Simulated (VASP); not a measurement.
# KF (P4/mmm) in VASP: a series of runs

KF is run at these levels: LDA; tasks: single point.

Program: VASP 6.6.1. These are calculated values, not measurements. Logs are shortened: lines on timing, memory, paths and dates and some standing lists are left out, and cuts for length are marked.

## Step 1: The cell of the first run

It takes space group P4/mmm (No. 123, tetragonal). The conventional cell has a = 3.210 Å, b = 3.210 Å, c = 3.259 Å, α = 90.00°, β = 90.00°, γ = 90.00°. K (site symmetry 4/mmm) has 8 F at 2.79 Å and 6 K at 3.21 to 3.26 Å within 3.7 Å. F (site symmetry 4/mmm) has 8 K at 2.79 Å and 6 F at 3.21 to 3.26 Å within 3.7 Å.

## Step 2: Single point, LDA (strain -0.015 along x and y, +0.000 along z)

INCAR reads:

```
SYSTEM = KF
  PREC = Accurate
  ENCUT = 520
  EDIFF = 1E-7
  ISMEAR = 0
  SIGMA = 0.05
  LREAL = .FALSE.
  LASPH = .TRUE.
  NELM = 60
  ALGO = Normal
  ISIF = 2
  LWAVE = .FALSE.
  LCHARG = .FALSE.
  GGA = CA
  NBANDS = 15
```

KPOINTS reads:

```
regular mesh
0
G
  8 8 8
  0 0 0
```

POSCAR reads:

```
KF
1.0
    3.2100706750      0.0000000000      0.0000000000
    0.0000000000      3.2100706750      0.0000000000
    0.0000000000      0.0000000000      3.2589550000
K F
1 1
Direct
    0.0000000000      0.0000000000      0.0000000000
    0.5000000000      0.5000000000      0.5000000000
```

Potentials or basis: VASP PAW LDA potentials, release 64 (K_sv, F).

Started as:

```sh
$ cat potpaw_LDA.64/K_sv/POTCAR potpaw_LDA.64/F/POTCAR > POTCAR
$ mpirun -np 1 vasp_std > vasp.out
```

OUTCAR:

```text
SYSTEM = KF
   PREC = Accurate
   ENCUT = 520
   EDIFF = 1E-7
   ISMEAR = 0
   LREAL = .FALSE.
   LASPH = .TRUE.
   NELM = 60
   ISIF = 2
   GGA = CA

 ion  position               nearest neighbor table
   1  0.000  0.000  0.000-   2 2.79   2 2.79   2 2.79   2 2.79   2 2.79   2 2.79   2 2.79   2 2.79

   2  0.500  0.500  0.500-   1 2.79   1 2.79   1 2.79   1 2.79   1 2.79   1 2.79   1 2.79   1 2.79

  LATTYP: Found a simple tetragonal cell.
 ALAT       =     3.2100706750
 C/A-ratio  =     1.0152284264

  Lattice vectors:

 A1 = (   3.2100706750,   0.0000000000,   0.0000000000)
 A2 = (   0.0000000000,   3.2100706750,   0.0000000000)
 A3 = (   0.0000000000,   0.0000000000,   3.2589550000)

Analysis of symmetry for initial positions (statically):
=====================================================================
 Subroutine PRICEL returns:
 Original cell was already a primitive cell.

 Routine SETGRP: Setting up the symmetry group for a
 simple tetragonal supercell.

 Subroutine GETGRP returns: Found 16 space group operations
 (whereof 16 operations were pure point group operations)
 out of a pool of 16 trial point group operations.

The static configuration has the point symmetry D_4h.

Analysis of symmetry for dynamics (positions and initial velocities):
=====================================================================
 Subroutine PRICEL returns:
 Original cell was already a primitive cell.

 Routine SETGRP: Setting up the symmetry group for a
 simple tetragonal supercell.

 Subroutine GETGRP returns: Found 16 space group operations
 (whereof 16 operations were pure point group operations)
 out of a pool of 16 trial point group operations.

The dynamic configuration has the point symmetry D_4h.

 Subroutine INISYM returns: Found 16 space group operations
 (whereof 16 operations are pure point group operations),
 and found     1 'primitive' translations

----------------------------------------------------------------------------------------

                                     Primitive cell

  volume of cell :      33.5821

  direct lattice vectors                    reciprocal lattice vectors
     3.210070675  0.000000000  0.000000000     0.311519621  0.000000000  0.000000000
     0.000000000  3.210070675  0.000000000     0.000000000  0.311519621  0.000000000
     0.000000000  0.000000000  3.258955000     0.000000000  0.000000000  0.306846827

  length of vectors
     3.210070675  3.210070675  3.258955000     0.311519621  0.311519621  0.306846827

  position of ions in fractional coordinates (direct lattice)
     0.000000000  0.000000000  0.000000000
     0.500000000  0.500000000  0.500000000

  ion indices of the primitive-cell ions
   primitive index   ion index
                 1           1
                 2           2

----------------------------------------------------------------------------------------

 KPOINTS: regular mesh

Automatic generation of k-mesh.
 Grid dimensions read from file:
 generate k-points for:    8    8    8

 Generating k-lattice:

  Cartesian coordinates                     Fractional coordinates (reciprocal lattice)
     0.038939953  0.000000000  0.000000000     0.125000000  0.000000000  0.000000000
     0.000000000  0.038939953  0.000000000     0.000000000  0.125000000  0.000000000
     0.000000000  0.000000000  0.038355853     0.000000000  0.000000000  0.125000000

  Length of vectors
     0.038939953  0.038939953  0.038355853

  Shift w.r.t. Gamma in fractional coordinates (k-lattice)
     0.000000000  0.000000000  0.000000000

 Subroutine IBZKPT returns following result:
 ===========================================

 Found     75 irreducible k-points:

 Following reciprocal coordinates:
            Coordinates               Weight
  0.000000  0.000000  0.000000      1.000000
  0.125000  0.000000  0.000000      4.000000
  0.250000  0.000000  0.000000      4.000000
  0.375000  0.000000  0.000000      4.000000
  0.500000  0.000000  0.000000      2.000000
  0.125000  0.125000  0.000000      4.000000
[... 16 lines left out ...]
  0.375000  0.125000  0.125000     16.000000
  0.500000  0.125000  0.125000      8.000000
 [... further k-points ...]
   k-points           NKPTS =     75   k-points in BZ     NKDIM =     75   number of bands    NBANDS=     15
   number of dos      NEDOS =    301   number of ions     NIONS =      2
   total plane-waves  NPLWV =  13824
   dimension x,y,z NGX =    24 NGY =   24 NGZ =   24
   dimension x,y,z NGXF=    48 NGYF=   48 NGZF=   48
   ions per type =               1   1
   NGX,Y,Z   is equivalent  to a cutoff of  12.43, 12.43, 12.24 a.u.
   NGXF,Y,Z  is equivalent  to a cutoff of  24.86, 24.86, 24.49 a.u.
 SYSTEM =  KF
   PREC   = accura    normal or accurate (medium, high low for compatibility)
   ISTART =      0    job   : 0-new  1-cont  2-samecut
   ICHARG =      2    charge: 1-file 2-atom 10-const
   ISPIN  =      1    spin polarized calculation?
   LNONCOLLINEAR =      F non collinear calculations
   LSORBIT =      F    spin-orbit coupling
   LASPH  =      T    aspherical Exc in radial PAW
   ENCUT  =  520.0 eV  38.22 Ry    6.18 a.u.   5.97  5.97  6.06*2*pi/ulx,y,z
   NELM   =     60;   NELMIN=  2; NELMDL= -5     # of ELM steps
   EDIFF  = 0.1E-06   stopping-criterion for ELM
   LREAL  =      F    real-space projection
   EDIFFG = 0.1E-05   stopping-criterion for IOM
   NSW    =      0    number of steps for IOM
   IBRION =     -1    ionic relax: 0-MD 1-quasi-New 2-CG
   NFREE  =      0    steps in history (QN), initial steepest desc. (CG)
   ISIF   =      2    stress and relaxation
   ISYM   =      2    0-nonsym 1-usesym 2-fastsym
   POTIM  = 0.5000    time-step for ionic-motion
   TEBEG  =    0.0;   TEEND  =   0.0 temperature during run
   PSTRESS=    0.0 pullay stress
   NELECT =      16.0000    total number of electrons
   NUPDOWN=      -1.0000    fix difference up-down
   EMIN   =  10.00;   EMAX   =-10.00  energy-range for DOS
   EFERMI =   0.00;   METHOD = LEGACY
   ISMEAR =     0;   SIGMA  =   0.05  broadening in eV -4-tet -1-fermi 0-gaus
   EFERMI_NEDOS =   21; number of points for ismear=-14 and -15
   IALGO  =     38    algorithm
   IMIX   =      4    mixing-type and parameters
     AMIX     =   0.40;   BMIX     =  1.00
     AMIX_MAG =   1.60;   BMIX_MAG =  1.00
  volume/ion in A,a.u.               =      16.79       113.31
  Fermi-wavevector in a.u.,A,eV,Ry     =   1.278632  2.416265 22.244169  1.634900
  Thomas-Fermi vector in A             =   2.411164
   LORBIT       =      0    0 simple, 1 ext, 2 COOP (PROOUT), +10 PAW based schemes
   GGA     = CA    functional components
   LHFCALC =     F    Hartree Fock is set to
   AEXX    =    0.0000 exact exchange contribution
   IVDW    =     0    specifies the selected vdW correction
   LEPSILON=     F    determine dielectric tensor
   LRPA    =     F    only Hartree local field effects (RPA)
 non-spin polarized calculation
 Gauss-broadening in eV      SIGMA  =   0.05
  energy-cutoff  :      520.00
  volume of cell :       33.58
 maximum number of plane-waves:       924
 NGX is ok and might be reduce to    24
   NGX = 11   NGY = 11   NGZ = 13

 number of electron      15.9999989 magnetization

 Free energy of the ion-electron system (eV)
  ---------------------------------------------------
  ext. energy  EPLUGINS =         0.00000000
  ---------------------------------------------------
  free energy    TOTEN  =        -8.90036401 eV

  energy without entropy =       -8.90036401  energy(sigma->0) =       -8.90036401

 E-fermi :  -2.0936     XC(G=0):  -9.8746

 val. band max:       -2.3471494224   @ k =   0.5000   0.0000   0.5000
 cond. band min:       3.7542381169   @ k =   0.0000   0.0000   0.0000
 fundamental gap:      6.1013875392
 Fermi energy:        -2.0936104696

 k-point     1 :       0.0000    0.0000    0.0000
  band No.  band energies     occupation
      1     -28.8130      2.00000
      2     -20.8573      2.00000
      3     -12.0470      2.00000
      4     -12.0046      2.00000
      5     -12.0046      2.00000
      6      -2.4446      2.00000
      7      -2.3917      2.00000
      8      -2.3917      2.00000
      9       3.7542      0.00000
     10       5.7235      0.00000
     11       5.7608      0.00000
     12      11.6324      0.00000
     13      11.6324      0.00000
     14      11.7402      0.00000
     15      18.3562      0.00000

 k-point     2 :       0.1250    0.0000    0.0000
  band No.  band energies     occupation
      1     -28.7902      2.00000
      2     -20.8624      2.00000
      3     -12.1310      2.00000
      4     -12.0270      2.00000
      5     -11.9854      2.00000
      6      -2.6207      2.00000
      7      -2.4643      2.00000
      8      -2.4087      2.00000
      9       4.1925      0.00000
     10       5.8637      0.00000
     11       6.1350      0.00000
     12      11.3291      0.00000
     13      11.4354      0.00000
     14      11.6865      0.00000
     15      17.5153      0.00000

 k-point     3 :       0.2500    0.0000    0.0000
  band No.  band energies     occupation
      1     -28.7344      2.00000
      2     -20.8770      2.00000
      3     -12.4204      2.00000
      4     -11.9779      2.00000
      5     -11.9384      2.00000
      6      -3.1078      2.00000
      7      -2.5135      2.00000
      8      -2.4513      2.00000
      9       5.2550      0.00000
     10       6.2169      0.00000
     11       7.1019      0.00000
     12      10.7208      0.00000
     13      10.8214      0.00000
     14      11.8218      0.00000
     15      16.0470      0.00000
[... 343 lines left out ...]
 k-point    23 :       0.3750    0.1250    0.1250
  band No.  band energies     occupation
      1     -28.6416      2.00000
      2     -20.8615      2.00000
      3     -12.7116      2.00000
      4     -12.0623      2.00000
      5     -12.0290      2.00000
      6      -3.3699      2.00000
      7      -2.6752      2.00000
      8      -2.5407      2.00000
      9       6.7189      0.00000
     10       7.1230      0.00000
     11       8.0142      0.00000
     12       9.6451      0.00000
     13      10.4063      0.00000
     14      11.0181      0.00000
     15      15.2956      0.00000

 k-point    24 :       0.5000    0.1250    0.1250
  band No.  band energies     occupation
      1     -28.6188      2.00000
      2     -20.8620      2.00000
      3     -12.8250      2.00000
      4     -12.0573      2.00000
      5     -12.0071      2.00000
      6      -3.4968      2.00000
      7      -2.7003      2.00000
      8      -2.5277      2.00000
      9       7.2898      0.00000
     10       7.3755      0.00000
     11       7.7467      0.00000
     12       9.4113      0.00000
     13      10.9540      0.00000
     14      11.0081      0.00000
     15      14.6565      0.00000

 [... further k-points ...]
[... 5 lines left out ...]
  --------------------------------------------------------------------------------------
  -------------------------------------------------------------------------------------
  Total       -0.9508040     -0.9508040     -1.2209777      0.0000000     -0.0000000      0.0000000
  in kB      -45.3621933    -45.3621933    -58.2519902      0.0000000     -0.0000000      0.0000000
  external PRESSURE =     -49.6587922 kB  Pullay stress =       0.0000000 kB

 VOLUME and BASIS-vectors are now :
 -----------------------------------------------------------------------------
  energy-cutoff  :      520.00
  volume of cell :       33.58
      direct lattice vectors                 reciprocal lattice vectors
     3.210070675  0.000000000  0.000000000     0.311519621  0.000000000  0.000000000
     0.000000000  3.210070675  0.000000000     0.000000000  0.311519621  0.000000000
     0.000000000  0.000000000  3.258955000     0.000000000  0.000000000  0.306846827

 POSITION                                       TOTAL-FORCE (eV/Angst)
 -----------------------------------------------------------------------------------
      0.00000      0.00000      0.00000         0.000000      0.000000      0.000000
      1.60504      1.60504      1.62948         0.000000      0.000000      0.000000
 -----------------------------------------------------------------------------------
    total drift:                                0.000000      0.000000     -0.000000

  FREE ENERGIE OF THE ION-ELECTRON SYSTEM (eV)
  ---------------------------------------------------
  free  energy   TOTEN  =        -8.9003640065 eV

  energy  without entropy=       -8.9003640065  energy(sigma->0) =       -8.90036401
```

Run time: 31 s. Hardware: 1 thread of Intel Xeon 8259CL, shared host; peak memory 0.15 GiB.

Results:

```
Free energy            : -8.9004 eV
Pressure               : -5.0 GPa
Band gap on the k mesh : 6.10 eV, indirect (least direct gap 6.15 eV)
```

Stress tensor (GPa, compression positive):
```
-4.54  0.00  0.00
 0.00 -4.54  0.00
 0.00  0.00 -5.83
```

Caveat: the cell differs from its parent crystal (strain -0.015 along x and y, +0.000 along z).

## Step 3: Single point, LDA (strain +0.000 along x and y, -0.015 along z)

INCAR reads:

```
ALGO = Normal
EDIFF = 1E-6
ENCUT = 520
ISIF = 2
ISMEAR = 0
LASPH = T
LCHARG = F
LREAL = F
LWAVE = F
NBANDS = 15
NELM = 60
PREC = Accurate
SIGMA = 0.05
```

KPOINTS reads:

```
k-points
0
Gamma
  8 8 8
```

POSCAR reads:

```
KF
1.0
    3.2589550000      0.0000000000      0.0000000000
    0.0000000000      3.2589550000      0.0000000000
    0.0000000000      0.0000000000      3.2100706750
K F
1 1
Direct
    0.0000000000      0.0000000000      0.0000000000
    0.5000000000      0.5000000000      0.5000000000
```

Potentials or basis: VASP PAW LDA potentials, release 64 (K_sv, F).

Started as:

```sh
$ cat potpaw_LDA.64/K_sv/POTCAR potpaw_LDA.64/F/POTCAR > POTCAR
$ mpirun -np 1 vasp_std > vasp.out
```

Wall time 29 s (1 thread of Intel Xeon 8259CL, shared host); peak memory 0.15 GiB.

It converged, with:

| Quantity | Value |
| --- | --- |
| Free energy | -8.8846 eV |
| Pressure | -5.3 GPa |
| Band gap on the k mesh | 5.98 eV, indirect (least direct gap 6.03 eV) |

Stress tensor (GPa, compression positive):
```
-5.76  0.00  0.00
 0.00 -5.76  0.00
 0.00  0.00 -4.50
```

Levels at points of the mesh, in eV from the valence-band top:
```csv
k point,band 4,band 5,band 6,band 7,band 8,band 9,band 10,band 11,band 12,band 13
"(0.00, 0.00, 0.00)",-9.75,-9.71,-0.10,-0.10,-0.05,5.98,8.04,8.08,13.83,13.94
"(0.50, 0.00, 0.00)",-9.63,-9.59,-1.34,-0.24,-0.16,9.07,9.14,10.63,12.40,12.49
"(0.50, 0.50, 0.00)",-10.58,-9.51,-0.66,-0.66,0.00,8.34,8.69,11.92,11.92,13.91
"(0.00, 0.00, 0.50)",-9.62,-9.62,-1.34,-0.22,-0.22,9.16,9.24,10.70,12.29,12.29
"(0.50, 0.00, 0.50)",-10.56,-9.53,-0.68,-0.65,-0.05,8.22,8.77,11.69,11.80,14.02
"(0.50, 0.50, 0.50)",-10.34,-10.34,-1.15,-1.14,-1.14,10.25,10.25,10.42,14.89,14.89
```

Caveat: the cell differs from its parent crystal (strain +0.000 along x and y, -0.015 along z). A k mesh can miss the band edges.

[end of part 1 of 2]
